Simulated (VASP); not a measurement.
# SiC: single point with PBE

The system is SiC.

```
CELL_PARAMETERS angstrom
0.00000 2.17805 2.17805
2.16716 0.00000 2.17805
2.16716 2.17805 0.00000
ATOMIC_POSITIONS crystal
Si 0.00000 0.00000 0.00000
C 0.25000 0.25000 0.25000
```

This cell differs from its parent crystal: uniaxial x strain -0.5%.

```yaml
Program: VASP 6.6.1
Task: single point
Functional: PBE
Potentials_or_basis: VASP PAW PBE potentials, release 64 (Si, C)
Cutoff: 520 eV
k_mesh: 10 × 10 × 10
Occupations: fermi-dirac, width 0.02 eV
Spin: no spin polarisation
```

- Pressure: 4.6 GPa
- Band gap on the k mesh: 1.30 eV, indirect (least direct gap 4.54 eV)

Stress tensor (GPa, compression positive):
```
5.50 0.00 0.00
0.00 4.22 0.00
0.00 0.00 4.22
```

Levels at points of the mesh, in eV from the valence-band top:
| k point | band 1 | band 2 | band 3 | band 4 | band 5 | band 6 | band 7 | band 8 | band 9 |
| --- | --- | --- | --- | --- | --- | --- | --- | --- | --- |
| (0.00, 0.00, 0.00) | -15.48 | -0.03 | -0.03 | 0.00 | 6.29 | 7.32 | 7.33 | 7.33 | 14.44 |
| (0.50, 0.00, 0.00) | -11.89 | -8.59 | -1.11 | -1.05 | 5.47 | 7.19 | 7.27 | 10.07 | 16.25 |
| (0.50, 0.50, 0.00) | -10.44 | -7.86 | -3.21 | -3.20 | 1.34 | 4.35 | 14.01 | 14.17 | 14.82 |
| (0.00, 0.50, 0.50) | -10.40 | -7.80 | -3.26 | -3.26 | 1.30 | 4.26 | 14.07 | 14.07 | 14.90 |

Run time: 20 s on 1 thread of Intel Xeon 8259CL, on a shared host, peak memory 0.15 GiB.

Caveat: the cell differs from its parent crystal (uniaxial x strain -0.5%). A k mesh can miss the band edges.
